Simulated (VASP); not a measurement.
Wanted: the native input for a VASP 6.6.1 run.

| Property | Result |
| --- | --- |
| Task | single point |
| Functional | PBEsol |
| Potentials or basis | VASP PAW PBE potentials, release 64 (Hf_pv, C) |
| Cutoff | 520 eV |
| k mesh | 6 × 6 × 6 |
| Occupations | fermi-dirac, width 0.05 eV |
| Spin | no spin polarisation |
| Dipole correction | no |
| Further INCAR settings | ALGO = Normal; EDIFF = 1e-06; NBANDS = 14 |

The structure of HfC lies in POSCAR:

```
HfC
1.0
    2.8679579959      0.0000000000      0.0000000000
    0.0000000000      2.8679579959      0.0000000000
    0.0000000000      0.0000000000      2.8679579959
Hf C
1 1
Direct
    0.0000000000      0.0000000000      0.0000000000
    0.5000000000      0.5000000000      0.5000000000
```

The input as run:

INCAR

```
SYSTEM = HfC
PREC = Accurate
ENCUT = 520
EDIFF = 1E-6
ISMEAR = -1
SIGMA = 0.05
LREAL = .FALSE.
LASPH = .TRUE.
NELM = 80
ALGO = Normal
ISIF = 2
LWAVE = .FALSE.
LCHARG = .TRUE.
GGA = PS
LELF = .TRUE.
LVHAR = .TRUE.
NBANDS = 14
```

KPOINTS

```
regular mesh
0
G
  6 6 6
  0 0 0
```

Potentials or basis: VASP PAW PBE potentials, release 64 (Hf_pv, C).

Run with:

```bash
$ cat potpaw_PBE.64/Hf_pv/POTCAR potpaw_PBE.64/C/POTCAR > POTCAR
$ mpirun -np 1 vasp_std > vasp.out
```

It gave:

```json
{
 "Pressure": "-1.2 GPa",
 "Band gap on the k mesh": "zero (band 7 reaches 7.84 eV, above the bottom of band 8 at 5.95 eV)"
}
```

Caveat: the k points lie up to 0.37 Å⁻¹ apart; the PAW data sets were made with another functional, which shifts forces and pressure a little; spin-orbit coupling is left out, which moves the levels of the heavy elements.

Run time: 11 s on 1 thread of Intel Xeon 8259CL, on a shared host, peak memory 0.14 GiB.
